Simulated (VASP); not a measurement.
Input of a VASP 6.6.1 run:

INCAR

```
SYSTEM = NaSrHfNbO6
PREC = Accurate
ENCUT = 520
EDIFF = 1E-7
ISMEAR = 0
SIGMA = 0.01
LREAL = .False.
LASPH = .True.
NELM = 100
ALGO = Normal
ISIF = 2
LWAVE = .False.
LCHARG = .False.
GGA = PE
NBANDS = 49
```

Contents of KPOINTS:

```
Automatic mesh
0
Gamma
  3 3 3
  0 0 0
```

Contents of POSCAR:

```
NaSrHfNbO6
1.0
    0.0000000000      4.0808830000      4.0808830000
    4.0808830000      0.0000000000      4.0808830000
    4.0808830000      4.0808830000      0.0000000000
Na Sr Hf Nb O
1 1 1 1 6
Direct
    0.7500000000      0.7500000000      0.7500000000
    0.2500000000      0.2500000000      0.2500000000
    0.0000000000      0.0000000000      0.0000000000
    0.5000000000      0.5000000000      0.5000000000
    0.7462910000      0.2537090000      0.2537090000
    0.2537090000      0.7462910000      0.7462910000
    0.7462910000      0.7462910000      0.2537090000
    0.2537090000      0.2537090000      0.7462910000
    0.2537090000      0.7462910000      0.2537090000
    0.7462910000      0.2537090000      0.7462910000
```

Potentials or basis: VASP PAW PBE potentials, release 64 (Na_pv, Sr_sv, Hf_pv, Nb_sv, O).

The run is started by

```console
$ cat potpaw_PBE.64/Na_pv/POTCAR potpaw_PBE.64/Sr_sv/POTCAR potpaw_PBE.64/Hf_pv/POTCAR potpaw_PBE.64/Nb_sv/POTCAR potpaw_PBE.64/O/POTCAR > POTCAR
$ mpirun -np 1 vasp_std > vasp.out
```

(1) What does it give for the largest force?

(2) Estimate the pressure.

(3) What does it give for the band gap on the k mesh?

## Answers

(1) 0.447 eV/Å.

(2) -2.5 GPa.

(3) 2.41 eV, direct.

Caveat: the k points lie up to 0.44 Å⁻¹ apart; spin-orbit coupling is left out, which moves the levels of the heavy elements.
